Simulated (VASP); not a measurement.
# Mn (Im-3m) in VASP: a series of runs

The runs below take Mn through single point, with PBE+U.

All numbers are computed with VASP 6.6.1; they aren't measurements. Logs are shortened: lines on timing, memory, paths and dates and some standing lists are left out, and cuts for length are marked.

**1. The cell of the first run**

Symmetry: Im-3m, No. 229, cubic system. The conventional cell has a = 3.081 Å, b = 3.081 Å, c = 3.081 Å, α = 90.00°, β = 90.00°, γ = 90.00°. Within 3.5 Å of Mn (site symmetry m-3m) lie 14 Mn at 2.67 to 3.08 Å.

This isn't the form of Mn at room conditions, which is a 58-atom cubic cell.

**2. Single point, PBE+U, collinear spin, ferromagnetic start**

Input file INCAR:

```
PREC = Accurate ; ENCUT = 520
EDIFF = 1E-6 ; ISMEAR = -1
SIGMA = 0.1 ; LREAL = False
LASPH = True ; NELM = 150
ALGO = Normal ; ISIF = 2
LWAVE = False ; LCHARG = False
ISPIN = 2 ; MAGMOM = 4.5
LORBIT = 11 ; LMAXMIX = 4
LDAU = True ; LDAUTYPE = 2
LDAUL = 2 ; LDAUU = 6.3
LDAUJ = 0 ; LDAUPRINT = 1
GGA = PE ; NBANDS = 16
```

Input file KPOINTS:

```
regular mesh
0
Gamma
  11 11 11
```

Input file POSCAR:

```
Mn
1.0
   -1.5405000000      1.5405000000      1.5405000000
    1.5405000000     -1.5405000000      1.5405000000
    1.5405000000      1.5405000000     -1.5405000000
Mn
1
Direct
    0.0000000000      0.0000000000      0.0000000000
```

Potentials or basis: VASP PAW PBE potentials, release 64 (Mn_pv).

Run with:

```
$ cat potpaw_PBE.64/Mn_pv/POTCAR > POTCAR
$ mpirun -np 1 vasp_std > vasp.out
```

OUTCAR:

```text
PREC = Accurate
   ENCUT = 520
   EDIFF = 1E-6
   ISMEAR = -1
   LREAL = False
   LASPH = True
   NELM = 150
   ISIF = 2
   ISPIN = 2
   LORBIT = 11
   GGA = PE

 ion  position               nearest neighbor table
   1  0.000  0.000  0.000-

  LATTYP: Found a body centered cubic cell.
 ALAT       =     3.0810000000

  Lattice vectors:

 A1 = (  -1.5405000000,   1.5405000000,   1.5405000000)
 A2 = (   1.5405000000,  -1.5405000000,   1.5405000000)
 A3 = (   1.5405000000,   1.5405000000,  -1.5405000000)

Analysis of symmetry for initial positions (statically):
=====================================================================
 Subroutine PRICEL returns:
 Original cell was already a primitive cell.

 Routine SETGRP: Setting up the symmetry group for a
 body centered cubic supercell.

 Subroutine GETGRP returns: Found 48 space group operations
 (whereof 48 operations were pure point group operations)
 out of a pool of 48 trial point group operations.

The static configuration has the point symmetry O_h .

Analysis of symmetry for dynamics (positions and initial velocities):
=====================================================================
 Subroutine PRICEL returns:
 Original cell was already a primitive cell.

 Routine SETGRP: Setting up the symmetry group for a
 body centered cubic supercell.

 Subroutine GETGRP returns: Found 48 space group operations
 (whereof 48 operations were pure point group operations)
 out of a pool of 48 trial point group operations.

The dynamic configuration has the point symmetry O_h .

Analysis of structural, dynamic, and magnetic symmetry:
=====================================================================
 Subroutine PRICEL returns:
 Original cell was already a primitive cell.

 Routine SETGRP: Setting up the symmetry group for a
 body centered cubic supercell.

 Subroutine GETGRP returns: Found 48 space group operations
 (whereof 48 operations were pure point group operations)
 out of a pool of 48 trial point group operations.

The overall configuration has the point symmetry O_h .

 Subroutine INISYM returns: Found 48 space group operations
 (whereof 48 operations are pure point group operations),
 and found     1 'primitive' translations

----------------------------------------------------------------------------------------

                                     Primitive cell

  volume of cell :      14.6233

  direct lattice vectors                    reciprocal lattice vectors
    -1.540500000  1.540500000  1.540500000     0.000000000  0.324569945  0.324569945
     1.540500000 -1.540500000  1.540500000     0.324569945  0.000000000  0.324569945
     1.540500000  1.540500000 -1.540500000     0.324569945  0.324569945  0.000000000

  length of vectors
     2.668224269  2.668224269  2.668224269     0.459011218  0.459011218  0.459011218

  position of ions in fractional coordinates (direct lattice)
     0.000000000  0.000000000  0.000000000

  ion indices of the primitive-cell ions
   primitive index   ion index
                 1           1

----------------------------------------------------------------------------------------

 KPOINTS: regular mesh

Automatic generation of k-mesh.
 Grid dimensions read from file:
 generate k-points for:   11   11   11

 Generating k-lattice:

[... 48 lines left out ...]
   ions per type =               1
   NGX,Y,Z   is equivalent  to a cutoff of  12.46, 12.46, 12.46 a.u.
   NGXF,Y,Z  is equivalent  to a cutoff of  24.92, 24.92, 24.92 a.u.
 SYSTEM =  unknown system
   PREC   = accura    normal or accurate (medium, high low for compatibility)
   ISTART =      0    job   : 0-new  1-cont  2-samecut
   ICHARG =      2    charge: 1-file 2-atom 10-const
   ISPIN  =      2    spin polarized calculation?
   LNONCOLLINEAR =      F non collinear calculations
   LSORBIT =      F    spin-orbit coupling
   LASPH  =      T    aspherical Exc in radial PAW
   ENCUT  =  520.0 eV  38.22 Ry    6.18 a.u.   4.96  4.96  4.96*2*pi/ulx,y,z
   NELM   =    150;   NELMIN=  2; NELMDL= -5     # of ELM steps
   EDIFF  = 0.1E-05   stopping-criterion for ELM
   LREAL  =      F    real-space projection
   EDIFFG = 0.1E-04   stopping-criterion for IOM
   NSW    =      0    number of steps for IOM
   IBRION =     -1    ionic relax: 0-MD 1-quasi-New 2-CG
   NFREE  =      0    steps in history (QN), initial steepest desc. (CG)
   ISIF   =      2    stress and relaxation
   ISYM   =      2    0-nonsym 1-usesym 2-fastsym
   POTIM  = 0.5000    time-step for ionic-motion
   TEBEG  =    0.0;   TEEND  =   0.0 temperature during run
   PSTRESS=    0.0 pullay stress
   NELECT =      13.0000    total number of electrons
   NUPDOWN=      -1.0000    fix difference up-down
   EMIN   =  10.00;   EMAX   =-10.00  energy-range for DOS
   EFERMI =   0.00;   METHOD = LEGACY
   ISMEAR =    -1;   SIGMA  =   0.10  broadening in eV -4-tet -1-fermi 0-gaus
   EFERMI_NEDOS =   21; number of points for ismear=-14 and -15
   IALGO  =     38    algorithm
   IMIX   =      4    mixing-type and parameters
     AMIX     =   0.40;   BMIX     =  1.00
     AMIX_MAG =   1.60;   BMIX_MAG =  1.00
  volume/ion in A,a.u.               =      14.62        98.68
  Fermi-wavevector in a.u.,A,eV,Ry     =   1.574131  2.974677 33.713725  2.477889
  Thomas-Fermi vector in A             =   2.675311
   LORBIT       =     11    0 simple, 1 ext, 2 COOP (PROOUT), +10 PAW based schemes
 LDA+U is selected, type is set to LDAUTYPE =  2
   angular momentum for each species LDAUL =     2
   U (eV)           for each species LDAUU =   6.3
   J (eV)           for each species LDAUJ =   0.0
   GGA     = PE    functional components
   LHFCALC =     F    Hartree Fock is set to
   AEXX    =    0.0000 exact exchange contribution
   IVDW    =     0    specifies the selected vdW correction
   LEPSILON=     F    determine dielectric tensor
   LRPA    =     F    only Hartree local field effects (RPA)
 spin polarized calculation
  energy-cutoff  :      520.00
  volume of cell :       14.62
 maximum number of plane-waves:       406
   NGX =  9   NGY =  9   NGZ =  9

atom =   1  type =  1  l = 2

 onsite density matrix

spin component  1

  0.9194  0.0000  0.0000  0.0000 -0.0000
  0.0000  0.9194  0.0000  0.0000  0.0000
  0.0000  0.0000  0.9277  0.0000  0.0000
  0.0000  0.0000  0.0000  0.9194  0.0000
 -0.0000  0.0000  0.0000  0.0000  0.9277

spin component  2

  0.0387 -0.0000  0.0000 -0.0000 -0.0000
 -0.0000  0.0387 -0.0000 -0.0000 -0.0000
  0.0000 -0.0000  0.1030 -0.0000 -0.0000
 -0.0000 -0.0000 -0.0000  0.0387  0.0000
 -0.0000 -0.0000 -0.0000  0.0000  0.1030

 occupancies and eigenvectors

  o =  0.0387  v =  0.0000  0.0000  0.0000  0.0000  0.0000  0.9993  0.0279 -0.0000  0.0264  0.0000      0.0000  0.0000  0.0000  0.0000  0.0000  0.0000  0.0000  0.0000  0.0000  0.0000
  o =  0.0387  v =  0.0000  0.0000  0.0000  0.0000  0.0000  0.0300 -0.9962  0.0000 -0.0820 -0.0000      0.0000  0.0000  0.0000  0.0000  0.0000  0.0000  0.0000  0.0000  0.0000  0.0000
  o =  0.0387  v =  0.0000  0.0000  0.0000  0.0000  0.0000  0.0240  0.0827 -0.0000 -0.9963  0.0000      0.0000  0.0000  0.0000  0.0000  0.0000  0.0000  0.0000  0.0000  0.0000  0.0000
  o =  0.1030  v =  0.0000  0.0000  0.0000  0.0000  0.0000  0.0000  0.0000 -0.0096 -0.0000 -1.0000      0.0000  0.0000  0.0000  0.0000  0.0000  0.0000  0.0000  0.0000  0.0000  0.0000
  o =  0.1030  v =  0.0000  0.0000  0.0000  0.0000  0.0000 -0.0000 -0.0000 -1.0000  0.0000  0.0096      0.0000  0.0000  0.0000  0.0000  0.0000  0.0000  0.0000  0.0000  0.0000  0.0000
  o =  0.9194  v =  0.0000  0.1396  0.0000 -0.9902  0.0000  0.0000  0.0000  0.0000  0.0000  0.0000      0.0000  0.0000  0.0000  0.0000  0.0000  0.0000  0.0000  0.0000  0.0000  0.0000
  o =  0.9194  v =  1.0000  0.0000  0.0000  0.0000  0.0000  0.0000  0.0000  0.0000  0.0000  0.0000      0.0000  0.0000  0.0000  0.0000  0.0000  0.0000  0.0000  0.0000  0.0000  0.0000
  o =  0.9194  v =  0.0000  0.9902  0.0000  0.1396 -0.0000  0.0000  0.0000  0.0000  0.0000  0.0000      0.0000  0.0000  0.0000  0.0000  0.0000  0.0000  0.0000  0.0000  0.0000  0.0000
  o =  0.9277  v =  0.0000  0.0000 -1.0000 -0.0000  0.0045  0.0000  0.0000  0.0000  0.0000  0.0000      0.0000  0.0000  0.0000  0.0000  0.0000  0.0000  0.0000  0.0000  0.0000  0.0000
  o =  0.9277  v =  0.0000 -0.0000 -0.0045 -0.0000 -1.0000  0.0000  0.0000  0.0000  0.0000  0.0000      0.0000  0.0000  0.0000  0.0000  0.0000  0.0000  0.0000  0.0000  0.0000  0.0000

 number of electron      12.9999990 magnetization       4.3084614

 Free energy of the ion-electron system (eV)
  ---------------------------------------------------
  ext. energy  EPLUGINS =         0.00000000
  ---------------------------------------------------
  free energy    TOTEN  =        -5.41569189 eV

  energy without entropy =       -5.39416940  energy(sigma->0) =       -5.40493064

 E-fermi :   8.4742     XC(G=0): -12.0945

 val. band max:        8.4402260884   @ k =   0.2727   0.2727   0.1818
 cond. band min:       8.5203799969   @ k =   0.2727   0.2727   0.0909
 fundamental gap:      0.0801539084
 Fermi energy:         8.4741821039

 spin component 1

 k-point     1 :       0.0000    0.0000    0.0000
  band No.  band energies     occupation
      1     -41.8611      1.00000
      2     -41.8611      1.00000
      3     -41.8611      1.00000
      4      -0.4819      1.00000
      5       2.5010      1.00000
      6       2.5010      1.00000
[... 895 lines left out ...]
      5       7.9982      0.99150
      6       9.5128      0.00003
[... 8 lines left out ...]
     15      38.4093      0.00000
     16      41.7203      0.00000

 [... further k-points ...]

------------------------ aborting loop because EDIFF is reached ----------------------------------------

  FORCE on cell =-STRESS in cart. coord.  units (eV):
  Direction    XX          YY          ZZ          XY          YZ          ZX
  --------------------------------------------------------------------------------------
  -------------------------------------------------------------------------------------
  Total        3.0218755      3.0218755      3.0218755     -0.0000000     -0.0000000      0.0000000
  in kB      331.0869372    331.0869372    331.0869372     -0.0000000     -0.0000000      0.0000000
  external PRESSURE =     331.0869372 kB  Pullay stress =       0.0000000 kB

 VOLUME and BASIS-vectors are now :
 -----------------------------------------------------------------------------
  energy-cutoff  :      520.00
  volume of cell :       14.62
      direct lattice vectors                 reciprocal lattice vectors
    -1.540500000  1.540500000  1.540500000     0.000000000  0.324569945  0.324569945
     1.540500000 -1.540500000  1.540500000     0.324569945  0.000000000  0.324569945
     1.540500000  1.540500000 -1.540500000     0.324569945  0.324569945  0.000000000

 POSITION                                       TOTAL-FORCE (eV/Angst)
 -----------------------------------------------------------------------------------
      0.00000      0.00000      0.00000        -0.000000      0.000000     -0.000000
 -----------------------------------------------------------------------------------
    total drift:                               -0.000000     -0.000000      0.000000

  FREE ENERGIE OF THE ION-ELECTRON SYSTEM (eV)
  ---------------------------------------------------
  free  energy   TOTEN  =        -5.4156918871 eV

  energy  without entropy=       -5.3941693974  energy(sigma->0) =       -5.40493064

 total charge

# of ion       s       p       d       tot
------------------------------------------
    1        0.363   6.295   4.916  11.574

 magnetization (x)

# of ion       s       p       d       tot
------------------------------------------
    1       -0.005  -0.009   4.281   4.267
```

It took 20 s on 1 thread of AMD EPYC 7R13 (Zen 3), shared host; peak memory 0.11 GiB.

Results:

```yaml
Free_energy: -5.4157 eV
Pressure: 33.1 GPa
Net_moment: 4.31 μB per cell
Site_moments: Mn +4.27 μB
Valence_electrons_inside_the_program's_atomic_spheres: Mn 11.57
```

Levels at points of the mesh, in eV from the Fermi level:
Spin up:
```tsv
k point	band 6	band 7	band 8	band 9	band 10	band 11	band 12	band 13
(0.00, 0.00, 0.00)	-5.97	-5.97	-4.72	-4.72	19.53	19.53	19.53	23.50
```
Spin down:
| k point | band 1 | band 2 | band 3 | band 4 | band 5 | band 6 | band 7 | band 8 |
| --- | --- | --- | --- | --- | --- | --- | --- | --- |
| (0.00, 0.00, 0.00) | -45.76 | -45.76 | -45.76 | -8.19 | 3.25 | 3.25 | 3.25 | 4.27 |

Eigenvalues of the final occupation matrices:
```csv
site,spin,trace,eigenvalues
site 1 d,1,4.61,0.92 0.92 0.92 0.93 0.93
site 1 d,2,0.32,0.04 0.04 0.04 0.10 0.10
```

Caveat: the cell stands under pressure; the U is typed as a test and isn't derived for this compound.

**3. Single point, PBE+U, collinear spin, ferromagnetic start**

Input file INCAR:

```
SYSTEM = Mn
  ALGO = Normal
  EDIFF = 1E-6
  ENCUT = 520
  GGA = PE
  ISIF = 2
  ISMEAR = -1
  ISPIN = 2
  LASPH = .True.
  LCHARG = .False.
  LDAU = .True.
  LDAUJ = 0
  LDAUL = 2
  LDAUPRINT = 1
  LDAUTYPE = 2
  LDAUU = 6.3
  LMAXMIX = 4
  LORBIT = 11
  LREAL = .False.
  LWAVE = .False.
  MAGMOM = 4.5
  NBANDS = 16
  NELM = 150
  PREC = Accurate
  SIGMA = 0.1
```

Input file KPOINTS:

```
k-points
0
Gamma
  11 11 11
  0 0 0
```

POSCAR is that of step 2.

Potentials or basis: VASP PAW PBE potentials, release 64 (Mn_pv).

Run with:

```
$ cat potpaw_PBE.64/Mn_pv/POTCAR > POTCAR
$ mpirun -np 1 vasp_std > vasp.out
```

It took 20 s on 1 thread of AMD EPYC 7R13 (Zen 3), shared host; peak memory 0.11 GiB.

It converged, with:

```
Free energy                                           : -5.4157 eV
Pressure                                              : 33.1 GPa
Net moment                                            : 4.31 μB per cell
Site moments                                          : Mn +4.27 μB
Valence electrons inside the program's atomic spheres : Mn 11.57
```

Levels at points of the mesh, in eV from the Fermi level:
Spin up:
```csv
k point,band 6,band 7,band 8,band 9,band 10,band 11,band 12,band 13
"(0.00, 0.00, 0.00)",-5.97,-5.97,-4.72,-4.72,19.53,19.53,19.53,23.50
```
Spin down:
| k point | band 1 | band 2 | band 3 | band 4 | band 5 | band 6 | band 7 | band 8 |
| --- | --- | --- | --- | --- | --- | --- | --- | --- |
| (0.00, 0.00, 0.00) | -45.76 | -45.76 | -45.76 | -8.19 | 3.25 | 3.25 | 3.25 | 4.27 |

Eigenvalues of the final occupation matrices:
```
    site  spin  trace               eigenvalues
site 1 d     1   4.61  0.92 0.92 0.92 0.93 0.93
site 1 d     2   0.32  0.04 0.04 0.04 0.10 0.10
```

Caveat: the cell stands under pressure; the U is typed as a test and isn't derived for this compound. The state reached can hang on the start; a lower one may exist.
